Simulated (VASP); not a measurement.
# Li5NbO5 in VASP: single point with PBEsol

Aim: the single point of Li5NbO5 with PBEsol.

Program: VASP 6.6.1. These are calculated values, not measurements. Logs are shortened: lines on timing, memory, paths and dates and some standing lists are left out, and cuts for length are marked.

## (1) The cell of the first run

The typed cell holds 11 atoms: a = 5.223 Å, b = 5.223 Å, c = 5.776 Å, α = 107.27°, β = 107.27°, γ = 45.12°.

## (2) Single point, PBEsol

File INCAR:

```
PREC = Accurate
ENCUT = 520
EDIFF = 1E-6
ISMEAR = 0
SIGMA = 0.05
LREAL = F
LASPH = T
NELM = 60
ALGO = Normal
ISIF = 2
LWAVE = F
LCHARG = T
GGA = PS
LELF = T
LVHAR = T
NBANDS = 40
```

File KPOINTS:

```
regular mesh
0
Gamma
  6 6 4
```

File POSCAR:

```
Li5NbO5
1.0
    4.8237940662     -2.0038074705      0.0032112010
    4.8237958160      2.0038116799      0.0032094098
   -1.8602636185     -0.0000032564      5.4683732612
Li Nb O
5 1 5
Direct
    0.7112072835      0.7112034562      0.3432784546
    0.6905227607      0.6905183931      0.8620527192
   -0.0000225908      0.0000318567      0.4999967353
    0.3094779842      0.3094762314      0.1379510468
    0.2887941665      0.2887924273      0.6567262842
    0.0000695694     -0.0000718234     -0.0000034341
    0.8535906819      0.8536111367      0.1738129619
    0.8423314463      0.8423645478      0.6817236842
    0.5000024893      0.4999982243     -0.0000041947
    0.1576348399      0.1576661326      0.3182766457
    0.1463913691      0.1464094177      0.8261890964
```

Potentials or basis: VASP PAW PBE potentials, release 64 (Li_sv, Nb_sv, O).

On the command line:

```
$ cat potpaw_PBE.64/Li_sv/POTCAR potpaw_PBE.64/Nb_sv/POTCAR potpaw_PBE.64/O/POTCAR > POTCAR
$ mpirun -np 1 vasp_std > vasp.out
```

OUTCAR:

```text
PREC = Accurate
   ENCUT = 520
   EDIFF = 1E-6
   ISMEAR = 0
   LREAL = F
   LASPH = T
   NELM = 60
   ISIF = 2
   GGA = PS

 ion  position               nearest neighbor table
   1  0.711  0.711  0.343-   7 1.93   8 1.96  10 2.06  10 2.06
   2  0.691  0.691  0.862-   7 1.97  11 2.05  11 2.05   8 2.05   9 2.23   4 2.59   4 2.59
   3  1.000  0.000  0.500-   7 1.96  11 1.96  10 2.11   8 2.11
   4  0.309  0.309  0.138-  11 1.97   7 2.05   7 2.05  10 2.05   9 2.23   2 2.59   2 2.59
   5  0.289  0.289  0.657-  11 1.93  10 1.96   8 2.06   8 2.06
   6  0.000  1.000  1.000-   8 1.97  10 1.97  11 1.98   7 1.98   9 2.00   9 2.00
   7  0.854  0.854  0.174-   1 1.93   3 1.96   2 1.97   6 1.98   4 2.05   4 2.05
   8  0.842  0.842  0.682-   1 1.96   6 1.97   2 2.05   5 2.06   5 2.06   3 2.11
   9  0.500  0.500  1.000-   6 2.00   6 2.00   2 2.23   4 2.23
  10  0.158  0.158  0.318-   5 1.96   6 1.97   4 2.05   1 2.06   1 2.06   3 2.11
  11  0.146  0.146  0.826-   5 1.93   3 1.96   4 1.97   6 1.98   2 2.05   2 2.05

  LATTYP: Found a base centered monoclinic cell.
 ALAT       =     9.6475920187
 B/A-ratio  =     0.4154009770
 C/A-ratio  =     0.5987121734
 COS(beta)  =    -0.3214303821

  Lattice vectors:

 A1 = (   4.8237940662,  -2.0038074705,   0.0032112010)
 A2 = (   4.8237958160,   2.0038116799,   0.0032094098)
 A3 = (  -1.8602636185,  -0.0000032564,   5.4683732612)

Analysis of symmetry for initial positions (statically):
=====================================================================
 Subroutine PRICEL returns:
 Original cell was already a primitive cell.

 Routine SETGRP: Setting up the symmetry group for a
 base centered monoclinic supercell.

 Subroutine GETGRP returns: Found  1 space group operations
 (whereof  1 operations were pure point group operations)
 out of a pool of  4 trial point group operations.

The static configuration has the point symmetry C_1 .

Analysis of symmetry for dynamics (positions and initial velocities):
=====================================================================
 Subroutine PRICEL returns:
 Original cell was already a primitive cell.

 Routine SETGRP: Setting up the symmetry group for a
 base centered monoclinic supercell.

 Subroutine GETGRP returns: Found  1 space group operations
 (whereof  1 operations were pure point group operations)
 out of a pool of  4 trial point group operations.

The dynamic configuration has the point symmetry C_1 .

 Subroutine INISYM returns: Found  1 space group operations
 (whereof  1 operations are pure point group operations),
 and found     1 'primitive' translations

[... 124 lines left out ...]
   NUPDOWN=      -1.0000    fix difference up-down
   EMIN   =  10.00;   EMAX   =-10.00  energy-range for DOS
   EFERMI =   0.00;   METHOD = LEGACY
   ISMEAR =     0;   SIGMA  =   0.05  broadening in eV -4-tet -1-fermi 0-gaus
   EFERMI_NEDOS =   21; number of points for ismear=-14 and -15
   IALGO  =     38    algorithm
   IMIX   =      4    mixing-type and parameters
     AMIX     =   0.40;   BMIX     =  1.00
     AMIX_MAG =   1.60;   BMIX_MAG =  1.00
  volume/ion in A,a.u.               =       9.61        64.87
  Fermi-wavevector in a.u.,A,eV,Ry     =   1.340109  2.532440 24.434610  1.795893
  Thomas-Fermi vector in A             =   2.468448
   LORBIT       =      0    0 simple, 1 ext, 2 COOP (PROOUT), +10 PAW based schemes
   GGA     = PS    functional components
   LHFCALC =     F    Hartree Fock is set to
   AEXX    =    0.0000 exact exchange contribution
   IVDW    =     0    specifies the selected vdW correction
   LEPSILON=     F    determine dielectric tensor
   LRPA    =     F    only Hartree local field effects (RPA)
 non-spin polarized calculation
 Gauss-broadening in eV      SIGMA  =   0.05
  energy-cutoff  :      520.00
  volume of cell :      105.74
 maximum number of plane-waves:      2874
   NGX = 19   NGY = 19   NGZ = 21

 number of electron      58.0000008 magnetization

 Free energy of the ion-electron system (eV)
  ---------------------------------------------------
  ext. energy  EPLUGINS =         0.00000000
  ---------------------------------------------------
  free energy    TOTEN  =       -72.39728424 eV

  energy without entropy =      -72.39728424  energy(sigma->0) =      -72.39728424

 E-fermi :   2.8478     XC(G=0): -10.2046

 val. band max:        2.5198697234   @ k =  -0.1667   0.3333  -0.0000
 cond. band min:       5.6963639878   @ k =   0.0000   0.0000   0.0000
 fundamental gap:      3.1764942644
 Fermi energy:         2.8477525323

 k-point     1 :       0.0000    0.0000    0.0000
  band No.  band energies     occupation
      1     -51.6966      2.00000
      2     -40.0166      2.00000
      3     -39.7538      2.00000
      4     -39.7070      2.00000
      5     -39.3916      2.00000
      6     -39.3569      2.00000
[... 1021 lines left out ...]
     39      12.9976      0.00000
     40      13.6214      0.00000

 [... further k-points ...]

------------------------ aborting loop because EDIFF is reached ----------------------------------------

  FORCE on cell =-STRESS in cart. coord.  units (eV):
  Direction    XX          YY          ZZ          XY          YZ          ZX
  --------------------------------------------------------------------------------------
  -------------------------------------------------------------------------------------
  Total       -0.0109125     -0.0666838      0.0334468     -0.0000317      0.0000409      0.0269414
  in kB       -0.1653497     -1.0104131      0.5067970     -0.0004800      0.0006195      0.4082240
  external PRESSURE =      -0.2229886 kB  Pullay stress =       0.0000000 kB

 VOLUME and BASIS-vectors are now :
 -----------------------------------------------------------------------------
  energy-cutoff  :      520.00
  volume of cell :      105.74
      direct lattice vectors                 reciprocal lattice vectors
     4.823794066 -2.003807470  0.003211201     0.103629478 -0.249524738  0.035253141
     4.823795816  2.003811680  0.003209410     0.103629260  0.249524679  0.035253364
    -1.860263619 -0.000003256  5.468373261    -0.000121675  0.000000082  0.182828349

 POSITION                                       TOTAL-FORCE (eV/Angst)
 -----------------------------------------------------------------------------------
      6.22283     -0.00001      1.88174        -0.021150      0.000030     -0.001317
      5.05821     -0.00001      4.71846        -0.013810      0.000019     -0.013504
      3.89371     -2.00370      2.73738        -0.000070      0.000004     -0.000010
      2.72908     -0.00000      0.75635         0.013830     -0.000007      0.013573
      1.56448     -0.00000      3.59308         0.021314     -0.000003      0.001209
      2.96353      2.00353      5.47156        -0.000031      0.000007      0.000193
      7.91185      0.00004      0.95595         0.024233     -0.000002     -0.015959
      6.85844      0.00007      3.73333         0.011910     -0.000031      0.017664
      2.96354     -0.00001      5.47156        -0.000027     -0.000054      0.000017
      0.92887      0.00006      1.74147        -0.011966      0.000006     -0.017738
     -0.12452      0.00003      4.51885        -0.024232      0.000030      0.015872
 -----------------------------------------------------------------------------------
    total drift:                               -0.000017     -0.000002      0.000052

  FREE ENERGIE OF THE ION-ELECTRON SYSTEM (eV)
  ---------------------------------------------------
  free  energy   TOTEN  =       -72.3972842415 eV

  energy  without entropy=      -72.3972842415  energy(sigma->0) =      -72.39728424
```

Wall time 10 min (1 thread of Intel Xeon 8259CL, shared host); peak memory 0.43 GiB.

Results:

* Free energy: -72.3973 eV
* Largest force: 0.029 eV/Å
* Band gap on the k mesh: 3.18 eV (least direct gap 3.21 eV)

Forces in eV/Å, atoms in the order of the input:
```
Li  -0.021  0.000 -0.001
Li  -0.014  0.000 -0.014
Li   0.000  0.000  0.000
Li   0.014  0.000  0.014
Li   0.021  0.000  0.001
Nb   0.000  0.000  0.000
O    0.024  0.000 -0.016
O    0.012  0.000  0.018
O    0.000  0.000  0.000
O   -0.012  0.000 -0.018
O   -0.024  0.000  0.016
```

Caveat: the cutoff is under 1.25 times the usual one of these potentials, so pressure, stress and relaxed cells hold a basis-set (Pulay) error; the PAW data sets were made with another functional, which shifts forces and pressure a little. A k mesh can miss the band edges.
